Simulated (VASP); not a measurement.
Input of a VASP 6.6.1 run:

File INCAR:

```
ALGO = Normal ; EDIFF = 1E-7
ENCUT = 520 ; GGA = PE
ISIF = 2 ; ISMEAR = 0
LASPH = True ; LCHARG = False
LREAL = False ; LWAVE = False
NBANDS = 21 ; NELM = 80
PREC = Accurate ; SIGMA = 0.15
```

File KPOINTS:

```
k-points
0
Gamma
  18 18 10
```

Contents of POSCAR:

```
Ru
1.0
    2.5294000000      0.0000000000      0.0000000000
   -1.2647000000      2.1905246563      0.0000000000
    0.0000000000      0.0000000000      4.6404000000
Ru
2
Direct
    0.3333333333      0.6666666667      0.2500000000
    0.6666666667      0.3333333333      0.7500000000
```

Potentials or basis: VASP PAW PBE potentials, release 64 (Ru_pv).

Command:

```console
$ cat potpaw_PBE.64/Ru_pv/POTCAR > POTCAR
$ mpirun -np 1 vasp_std > vasp.out
```

Task: What does it give for the band gap on the k mesh?

Result: Zero (bands 14 and 15 overlap by 2.72 eV).

Task: Estimate the pressure.

Result: 33.4 GPa.

Stress tensor (GPa, compression positive):
```
 60.93   0.00   0.00
  0.00  60.93   0.00
  0.00   0.00 -21.59
```

Caveat: the cell stands under pressure.
